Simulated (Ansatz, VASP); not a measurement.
**MnSb: VASP beside Ansatz**

The input INCAR:

```
PREC     = Accurate       # precision mode
ENCUT    = 520            # plane-wave cutoff, eV
EDIFF    = 1E-7           # SCF threshold, eV
ISMEAR   = -1             # smearing method
SIGMA    = 0.1            # smearing width, eV
LREAL    = False          # projectors in reciprocal space
LASPH    = True           # aspherical terms in the spheres
NELM     = 150            # most SCF steps
ALGO     = Normal         # electronic algorithm
ISIF     = 2              # what is computed and relaxed
LWAVE    = False          # write WAVECAR
LCHARG   = True           # write CHGCAR
ISPIN    = 2              # spin polarisation
MAGMOM   = 5.2 0          # initial moments
LORBIT   = 11             # projections on sites
LMAXMIX  = 4              # l up to which the mixer works
GGA      = CA             # functional
LELF     = True           # ELF
LVHAR    = True         
NBANDS   = 20             # bands
```

File KPOINTS:

```
regular mesh
0
Gamma
  9 9 9
```

Contents of POSCAR:

```
MnSb
1.0
    0.0000000000      2.7476336939      2.7476336939
    2.7476336939      0.0000000000      2.7476336939
    2.7476336939      2.7476336939      0.0000000000
Mn Sb
1 1
Direct
    0.0000000000      0.0000000000      0.0000000000
    0.5000000000      0.5000000000      0.5000000000
```

Input for Ansatz:

```yaml
crystal:
  lattice:
    - [0.0, 2.747633693875066, 2.747633693875066]
    - [2.747633693875066, 0.0, 2.747633693875066]
    - [2.747633693875066, 2.747633693875066, 0.0]
  atoms:
    - { symbol: Mn, position: [0.0, 0.0, 0.0], spin: 5.2 }
    - { symbol: Sb, position: [0.5, 0.5, 0.5] }
basis:
  ecutwfc: 500.0
kpoints:
  mp_grid:
    grid: [9, 9, 9]
hamiltonian:
  xc: lda
magnetization:
  spin_polarized: true
scf:
  occupations:
    method: fermi_dirac
    width: 0.1
```

Alike in both runs: task single point; functional LDA; k mesh 9 × 9 × 9; occupations fermi-dirac, width 0.1 eV; collinear spin.

```csv
,VASP,Ansatz
version,VASP 6.6.1,Ansatz 0.2.0
potentials or method,"VASP PAW LDA potentials, release 64 (Mn_pv, Sb), cutoff 520 eV","plane waves, PAW"
valence electrons in the cell,18,30
```

Ansatz gave:

```
net moment per atom (μB)                                      : 1.80
size of the moment on the site where the two differ most (μB) : 3.52
```

Problem. Estimate VASP's values.

Solution. net moment per atom (μB): 1.75; size of the moment on the site where the two differ most (μB): 3.41.

LDA's correlation is that of Perdew and Zunger in VASP and of Perdew and Wang (1992) in Ansatz. Site moments also hang on the region over which each program counts them. VASP's potentials hold 18 valence electrons a cell and Ansatz's 30, so a difference there can come from the potentials and not from the codes. Ansatz's warnings: given moment on shells.

Neither program's run includes spin-orbit coupling.
